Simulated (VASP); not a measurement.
Input of a VASP 6.6.1 run:

Contents of INCAR:

```
ALGO = Normal
EDIFF = 1E-7
ENCUT = 520
GGA = PE
ISIF = 2
ISMEAR = 0
LASPH = T
LCHARG = F
LREAL = F
LWAVE = F
NBANDS = 14
NELM = 60
PREC = Accurate
SIGMA = 0.05
```

Contents of KPOINTS:

```
k-points
0
Gamma
  6 6 6
```

POSCAR

```
NaI
1.0
    0.0000000000      3.3334920000      3.1393080000
    3.3334920000      0.0000000000      3.1393080000
    3.3334920000      3.3334920000      0.0000000000
Na I
1 1
Direct
    0.0000000000      0.0000000000      0.0000000000
    0.5000000000      0.5000000000      0.5000000000
```

Potentials or basis: VASP PAW PBE potentials, release 64 (Na_pv, I).

The run is started by

```console
$ cat potpaw_PBE.64/Na_pv/POTCAR potpaw_PBE.64/I/POTCAR > POTCAR
$ mpirun -np 1 vasp_std > vasp.out
```

Question: Predict the band gap on the k mesh.

Answer: 3.55 eV.

Question: What does it give for the pressure?

Answer: 0.1 GPa.

Stress tensor (GPa, compression positive):
```
-0.37  0.00  0.00
 0.00 -0.37  0.00
 0.00  0.00  1.08
```

Caveat: the cell differs from its parent crystal (strain +0.030 along x and y, -0.030 along z); spin-orbit coupling is left out, which moves the levels of the heavy elements.
